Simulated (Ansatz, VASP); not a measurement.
**Ge: VASP beside Ansatz**

The input POSCAR:

```
Ge
1.0
    3.8738995432      0.0000000007     -0.0000938282
   -1.9369497710      3.3548954164      0.0000938282
    1.9368669859     -1.1182506757      3.3165203961
Ge
2
Direct
   -0.0020347933      0.0020347933      0.0061247780
    0.7520347933      0.2479652067      0.7438752220
```

Contents of INCAR.step1:

```
SYSTEM = Ge
PREC = Accurate
ENCUT = 520
ISMEAR = 0
SIGMA = 0.02
LREAL = .False.
LASPH = .True.
NELM = 80
NBANDS = 21
GGA = PE
ALGO = Normal
EDIFF = 1E-4
LWAVE = .True.
LCHARG = .False.
```

The input INCAR.step2:

```
SYSTEM = Ge
PREC = Accurate
ENCUT = 520
EDIFF = 1E-6
ISMEAR = 0
SIGMA = 0.02
LREAL = .False.
LASPH = .True.
NELM = 80
ALGO = Normal
ISIF = 2
LWAVE = .False.
LCHARG = .False.
METAGGA = R2SCAN
LMIXTAU = .True.
NBANDS = 21
ISTART = 1
```

Contents of KPOINTS:

```
Automatic mesh
0
Gamma
  9 9 10
  0 0 0
```

Input for Ansatz:

```yaml
crystal:
  lattice:
    - [3.8738995432, 7.0e-10, -9.38282e-05]
    - [-1.936949771, 3.3548954164, 9.38282e-05]
    - [1.9368669859, -1.1182506757, 3.3165203961]
  atoms:
    - { symbol: Ge, position: [-0.0020347933, 0.0020347933, 0.006124778] }
    - { symbol: Ge, position: [0.7520347933, 0.2479652067, 0.743875222] }
basis:
  ecutwfc: 500
kpoints:
  mp_grid: { grid: [9, 9, 10] }
  band_path: { path: [VBM, CBM], npoints: 2 }
hamiltonian:
  xc: r2scan
scf:
  occupations: { method: gaussian, width: 0.02 }
output:
  forces: true
  stress: true
  eigenvalues: true
```

Change from the starting cell: band edges of the strained film's bulk.

Alike in both runs: task single point; functional r2SCAN; k mesh 9 × 9 × 10; occupations gaussian, width 0.02 eV; no spin polarisation.

|  | VASP | Ansatz |
| --- | --- | --- |
| version | VASP 6.6.1 | Ansatz 0.2.0 |
| potentials or method | VASP PAW PBE potentials, release 64 (Ge_d), cutoff 520 eV | scalar-relativistic, plane waves, PAW |
| valence electrons in the cell | 28 | 28 |

VASP gave:

- gap on the k mesh at the Fermi level (eV): 0.27
- least direct gap on the mesh (eV): 0.51
- pressure (GPa): 4.9
- traceless stress, the component that is largest in VASP (GPa): -4.83

Estimate Ansatz's values.

gap on the k mesh at the Fermi level (eV): 0.29; least direct gap on the mesh (eV): 0.55; pressure (GPa): 4.8; traceless stress, the component that is largest in VASP (GPa): -4.82.

VASP's potentials were made for PBE, not for r2SCAN.
